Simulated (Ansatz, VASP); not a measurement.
Two plane-wave programs on BaCr

```
Ba Cr
1.0
     0.00000    2.92695    2.92695
     2.92695    0.00000    2.92695
     2.92695    2.92695    0.00000
Ba Cr
1 1
Direct
  0.00000 0.00000 0.00000
  0.50000 0.50000 0.50000
```

Alike in both runs: task single point; functional PBE; k mesh 6 × 6 × 6; occupations gaussian, width 0.1 eV; collinear spin.

|  | VASP | Ansatz |
| --- | --- | --- |
| version | VASP 6.6.1 | Ansatz 0.2.0 |
| potentials or method | VASP PAW PBE potentials, release 64 (Ba_sv, Cr_pv), cutoff 520 eV | scalar-relativistic, plane waves, PAW |
| valence electrons in the cell | 22 | 24 |

```csv
,VASP,Ansatz,Ansatz less VASP
gap on the k mesh at the Fermi level (eV),none,none,-
pressure (GPa),16.3,14.7,-1.65
net moment per atom (μB),2.10,2.10,0.000
size of the moment on the site where the two differ most (μB),3.74,3.77,+0.032
```

Site moments also hang on the region over which each program counts them. A gap of «none» marks a metal or a gap that the smearing closes. VASP's potentials hold 22 valence electrons a cell and Ansatz's 24, so a difference there can come from the potentials and not from the codes.

Neither program's run includes spin-orbit coupling.
